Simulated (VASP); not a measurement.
**CaO: single point with r2SCAN**

The system is CaO.

```
CELL_PARAMETERS angstrom
2.83208 0.00000 0.00000
0.00000 2.90321 0.00000
0.00000 0.00000 2.90321
ATOMIC_POSITIONS crystal
Ca 0.00000 0.00000 0.00000
O 0.50000 0.50000 0.50000
```

This cell differs from its parent crystal: uniaxial x strain -2.5%.

| Item | Value |
| --- | --- |
| Program | VASP 6.6.1 |
| Task | single point |
| Functional | r2SCAN |
| Potentials or basis | VASP PAW PBE potentials, release 64 (Ca_sv, O) |
| Cutoff | 520 eV |
| k mesh | 8 × 8 × 8 |
| Occupations | gaussian, width 0.01 eV |
| Spin | no spin polarisation |
| Dipole correction | no |
| Further INCAR settings | ALGO = Normal; EDIFF = 1e-06; NBANDS = 15 |

* Pressure: 4.3 GPa
* Band gap on the k mesh: 3.11 eV, indirect (least direct gap 3.39 eV)

Stress tensor (GPa, compression positive):
```
11.20  0.00  0.00
 0.00  0.90  0.00
 0.00  0.00  0.90
```

Levels at points of the mesh, in eV from the valence-band top:
```tsv
k point	band 5	band 6	band 7	band 8	band 9	band 10	band 11	band 12
(0.00, 0.00, 0.00)	-17.63	-0.52	-0.52	-0.28	3.11	3.12	6.28	8.97
(0.50, 0.00, 0.00)	-16.27	-3.99	-1.04	-1.04	4.28	8.03	8.65	8.65
(0.00, 0.50, 0.00)	-16.28	-4.01	-1.09	-0.77	4.09	7.73	8.88	8.90
(0.50, 0.50, 0.00)	-16.91	-2.35	-2.27	-0.20	4.47	5.16	6.92	7.15
(0.00, 0.50, 0.50)	-16.98	-2.32	-2.32	0.00	4.25	5.55	7.32	7.32
(0.50, 0.50, 0.50)	-16.37	-3.72	-3.72	-3.69	8.56	8.56	8.79	10.58
```

Run time: 33 s on 1 thread of Intel(R) Xeon(R) 6975P-C (Granite Rapids) (shared host), peak memory 0.16 GiB.

Caveat: the cell differs from its parent crystal (uniaxial x strain -2.5%); the PAW data sets were made with another functional, which shifts forces and pressure a little. A k mesh can miss the band edges.
